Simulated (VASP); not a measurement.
# Sb in VASP: relaxation of the atoms with PBE

Aim: the relaxation of the atoms of Sb with PBE.

All numbers are computed with VASP 6.6.1; they aren't measurements. Logs are shortened: lines on timing, memory, paths and dates and some standing lists are left out, and cuts for length are marked.

## (1) The cell of the first run

The cell holds a slab with vacuum, 6 atoms: a = 4.301 Å, b = 4.301 Å, c = 25.992 Å, α = 90.00°, β = 90.00°, γ = 120.00°.

## (2) Relaxation of the atoms, PBE

File INCAR:

```
ALGO = Fast
DIPOL = 0.5 0.5 0.500
EDIFF = 1E-6
EDIFFG = -0.04
ENCUT = 520
GGA = PE
IBRION = 2
IDIPOL = 3
ISIF = 2
ISMEAR = 0
LASPH = T
LCHARG = F
LDIPOL = T
LREAL = F
LWAVE = F
NELM = 80
NSW = 60
PREC = Accurate
SIGMA = 0.1
```

File KPOINTS:

```
k-points
0
Gamma
  9 9 1
```

File POSCAR:

```
Sb
1.0
    4.3012006600      0.0000000000      0.0000000000
   -2.1506003300      3.7249490400      0.0000000000
    0.0000000000      0.0000000000     25.9924888534
Sb
6
Selective dynamics
Direct
    0.3333333300      0.6666666700      0.3270175491  F F F
    0.6666666700      0.3333333300      0.3848992319  F F F
    0.0000000000      0.0000000000      0.4710591586  F F F
    0.3333333300      0.6666666700      0.5289408414  T T T
    0.6666666700      0.3333333300      0.6151007681  T T T
    0.0000000000      0.0000000000      0.6729824509  T T T
```

Potentials or basis: VASP PAW PBE potentials, release 64 (Sb).

Launch:

```bash
> cat potpaw_PBE.64/Sb/POTCAR > POTCAR
> mpirun -np 1 vasp_std > vasp.out
```

OUTCAR:

```text
EDIFF = 1E-6
   EDIFFG = -0.04
   ENCUT = 520
   GGA = PE
   IBRION = 2
   ISIF = 2
   ISMEAR = 0
   LASPH = T
   LREAL = F
   NELM = 80
   NSW = 60
   PREC = Accurate

 ion  position               nearest neighbor table
   1  0.333  0.667  0.327-   2 2.90   2 2.90   2 2.90
   2  0.667  0.333  0.385-   1 2.90   1 2.90   1 2.90   3 3.34   3 3.34   3 3.34
   3  0.000  0.000  0.471-   4 2.90   4 2.90   4 2.90   2 3.34   2 3.34   2 3.34
   4  0.333  0.667  0.529-   3 2.90   3 2.90   3 2.90   5 3.34   5 3.34   5 3.34
   5  0.667  0.333  0.615-   6 2.90   6 2.90   6 2.90   4 3.34   4 3.34   4 3.34
   6  0.000  0.000  0.673-   5 2.90   5 2.90   5 2.90

  LATTYP: Found a hexagonal cell.
 ALAT       =     4.3012006600
 C/A-ratio  =     6.0430774819

  Lattice vectors:

 A1 = (   4.3012006600,   0.0000000000,   0.0000000000)
 A2 = (  -2.1506003300,   3.7249490400,   0.0000000000)
 A3 = (   0.0000000000,   0.0000000000,  25.9924888534)

Analysis of symmetry for initial positions (statically):
=====================================================================
 Subroutine PRICEL returns:
 Original cell was already a primitive cell.

 Routine SETGRP: Setting up the symmetry group for a
 hexagonal supercell.

 Subroutine GETGRP returns: Found 12 space group operations
 (whereof  6 operations were pure point group operations)
 out of a pool of 24 trial point group operations.

The static configuration has the point symmetry C_3v.
 The point group associated with its full space group is D_3d.

Analysis of symmetry for dynamics (positions and initial velocities):
=====================================================================
 Subroutine PRICEL returns:
 Original cell was already a primitive cell.

 Routine SETGRP: Setting up the symmetry group for a
 hexagonal supercell.

 Subroutine GETGRP returns: Found 12 space group operations
 (whereof  6 operations were pure point group operations)
 out of a pool of 24 trial point group operations.

The dynamic configuration has the point symmetry C_3v.
 The point group associated with its full space group is D_3d.

[... 153 lines left out ...]
  ---------------------------------------------------
  ext. energy  EPLUGINS =         0.00000000
  ---------------------------------------------------
  free energy    TOTEN  =       -24.48822270 eV

  energy without entropy =      -24.48550185  energy(sigma->0) =      -24.48686228

------------------------ aborting loop because EDIFF is reached ----------------------------------------

  FORCE on cell =-STRESS in cart. coord.  units (eV):
  Direction    XX          YY          ZZ          XY          YZ          ZX
  --------------------------------------------------------------------------------------
  -------------------------------------------------------------------------------------
  Total        1.4729732      1.4729732      2.6877348      0.0000000      0.0000000      0.0000000
  in kB        5.6669259      5.6669259     10.3404417      0.0000000      0.0000000      0.0000000
  external PRESSURE =       7.2247645 kB  Pullay stress =       0.0000000 kB
[... 101 lines left out ...]
  FREE ENERGIE OF THE ION-ELECTRON SYSTEM (eV)
  ---------------------------------------------------
  free  energy   TOTEN  =       -24.4985117768 eV

  energy  without entropy=      -24.4957154340  energy(sigma->0) =      -24.49711361

 dipolmoment           0.000000      0.000000      0.005528 electrons x Angstroem

[... ionic steps 4 to 10 ...]

--------------------------------------- Ionic step       11  -------------------------------------------

 number of electron      30.0000000 magnetization

------------------------ aborting loop because EDIFF is reached ----------------------------------------
[... 37 lines left out ...]
 number of electron      29.9999999 magnetization

------------------------ aborting loop because EDIFF is reached ----------------------------------------

 vacuum level on the upper side and lower side of the slab       (xc-potential included)        -0.118         0.015

  FORCE on cell =-STRESS in cart. coord.  units (eV):
  Direction    XX          YY          ZZ          XY          YZ          ZX
  --------------------------------------------------------------------------------------
  -------------------------------------------------------------------------------------
  Total        0.4546793      0.4546793      1.0229795     -0.0000000     -0.0000000      0.0000000
  in kB        1.7492740      1.7492740      3.9356784     -0.0000000     -0.0000000      0.0000000
  external PRESSURE =       2.4780754 kB  Pullay stress =       0.0000000 kB
[... 27 lines left out ...]
--------------------------------------- Ionic step       13  -------------------------------------------

 number of electron      30.0000000 magnetization

 dipolmoment           0.000000      0.000000     -0.004336 electrons x Angstroem

 Free energy of the ion-electron system (eV)
  ---------------------------------------------------
  ext. energy  EPLUGINS =         0.00000000
  ---------------------------------------------------
  free energy    TOTEN  =       -24.52247205 eV

  energy without entropy =      -24.51968982  energy(sigma->0) =      -24.52108094

 E-fermi :   0.7449     XC(G=0):  -4.7741

 val. band max:        0.6950168186   @ k =   0.0000   0.0000   0.0000
 cond. band min:       0.9643106980   @ k =   0.4444  -0.0000   0.0000
 fundamental gap:      0.2692938794
 Fermi energy:         0.7448658066

 k-point     1 :       0.0000    0.0000    0.0000
  band No.  band energies     occupation
      1     -11.5723      2.00000
      2     -11.0810      2.00000
      3     -10.5340      2.00000
      4      -7.4424      2.00000
      5      -6.1124      2.00000
      6      -4.7513      2.00000
[... 253 lines left out ...]
     18       2.2486      0.00000
     19       3.4803      0.00000

------------------------ aborting loop because EDIFF is reached ----------------------------------------

 vacuum level on the upper side and lower side of the slab       (xc-potential included)        -0.179        -0.112

  FORCE on cell =-STRESS in cart. coord.  units (eV):
  Direction    XX          YY          ZZ          XY          YZ          ZX
  --------------------------------------------------------------------------------------
  -------------------------------------------------------------------------------------
  Total        0.4271189      0.4271189      0.9855789     -0.0000000     -0.0000000     -0.0000000
  in kB        1.6432418      1.6432418      3.7917884     -0.0000000     -0.0000000     -0.0000000
  external PRESSURE =       2.3594240 kB  Pullay stress =       0.0000000 kB
[... 21 lines left out ...]
  FREE ENERGIE OF THE ION-ELECTRON SYSTEM (eV)
  ---------------------------------------------------
  free  energy   TOTEN  =       -24.5224720542 eV

  energy  without entropy=      -24.5196898222  energy(sigma->0) =      -24.52108094

 reached required accuracy - stopping structural energy minimisation

 vacuum level on the upper side and lower side of the slab         4.813         4.878
```

OSZICAR:

```text
N       E                     dE             d eps       ncg     rms          rms(c)
DAV:   1     0.191303005109E+03    0.19130E+03   -0.91026E+03   456   0.113E+03
DAV:   2    -0.602587463212E+01   -0.19733E+03   -0.19403E+03   648   0.187E+02
DAV:   3    -0.237971789768E+02   -0.17771E+02   -0.17512E+02   534   0.641E+01
[... 129 lines left out ...]
RMM:   3    -0.245225324195E+02   -0.15607E-03   -0.87954E-04   482   0.165E-01    0.239E-02
RMM:   4    -0.245224801048E+02    0.52315E-04   -0.30556E-04   525   0.842E-02    0.209E-02
RMM:   5    -0.245224723649E+02    0.77399E-05   -0.39053E-05   516   0.366E-02    0.146E-02
RMM:   6    -0.245224726592E+02   -0.29434E-06   -0.25502E-05   456   0.252E-02    0.792E-03
RMM:   7    -0.245224720542E+02    0.60502E-06   -0.43436E-06   363   0.132E-02
  13 F= -.24522472E+02 E0= -.24521081E+02  d E =-.431380E-03
```

CONTCAR:

```text
Sb
   1.00000000000000
     4.3012006600000001    0.0000000000000000    0.0000000000000000
    -2.1506003300000001    3.7249490399999998    0.0000000000000000
     0.0000000000000000    0.0000000000000000   25.9924888534000011
  Sb
     6
Selective dynamics
Direct
     0.3333333300000021    0.6666666699999979    0.3270175490999989   F   F   F
     0.6666666699999979    0.3333333300000021    0.3848992319000004   F   F   F
     0.0000000000000000    0.0000000000000000    0.4710591585999993   F   F   F
     0.3333333300000021    0.6666666699999979    0.5310014493861722   T   T   T
     0.6666666699999979    0.3333333300000021    0.6227985236815271   T   T   T
     0.0000000000000000    1.0000000000000000    0.6828318792419604   T   T   T

  0.00000000E+00  0.00000000E+00  0.00000000E+00
  0.00000000E+00  0.00000000E+00  0.00000000E+00
  0.00000000E+00  0.00000000E+00  0.00000000E+00
  0.00000000E+00  0.00000000E+00  0.00000000E+00
  0.00000000E+00  0.00000000E+00  0.00000000E+00
  0.00000000E+00  0.00000000E+00  0.00000000E+00
```

Run time: 9.5 min. Hardware: 1 thread of Oxide Virtual Turin-like, shared host; peak memory 0.49 GiB.

Results:

| Quantity | Value |
| --- | --- |
| Free energy | -24.5225 eV |
| Energy gained by relaxing | 5.7 meV/atom |
| Ionic steps | 13 |

Step by step:
| step | energy change (eV) | largest force on free atoms (eV/Å) | pressure (GPa) |
| --- | --- | --- | --- |
| 1 | 0.0000 | 0.4189 | 0.72 |
| 2 | -0.0085 | 0.2107 | 0.62 |
| 3 | -0.0103 | 0.1731 | 0.55 |
| 4 | -0.0122 | 0.1635 | 0.53 |
| 5 | -0.0168 | 0.1338 | 0.48 |
| 6 | -0.0213 | 0.2070 | 0.38 |
| 7 | -0.0238 | 0.1712 | 0.37 |
| 8 | -0.0294 | 0.0741 | 0.36 |
| 9 | -0.0325 | 0.1299 | 0.33 |
| 10 | -0.0327 | 0.0977 | 0.34 |
| 11 | -0.0336 | 0.0667 | 0.29 |
| 12 | -0.0338 | 0.0616 | 0.25 |
| 13 | -0.0342 | 0.0166 | 0.24 |

Final structure:
```
Sb
1.0
     4.30120    0.00000    0.00000
    -2.15060    3.72495    0.00000
     0.00000    0.00000   25.99249
Sb
6
Direct
  0.33333 0.66667 0.32702
  0.66667 0.33333 0.38490
  0.00000 0.00000 0.47106
  0.33333 0.66667 0.53100
  0.66667 0.33333 0.62280
  0.00000 0.00000 0.68283
```

Levels at points of the mesh, in eV from the Fermi level:
| k point | band 11 | band 12 | band 13 | band 14 | band 15 | band 16 | band 17 | band 18 | band 19 |
| --- | --- | --- | --- | --- | --- | --- | --- | --- | --- |
| (0.00, 0.00, 0.00) | -1.31 | -1.11 | -1.11 | -0.77 | -0.18 | -0.05 | 0.78 | 0.78 | 1.61 |

Caveat: spin-orbit coupling is left out, which moves the levels of the heavy elements.
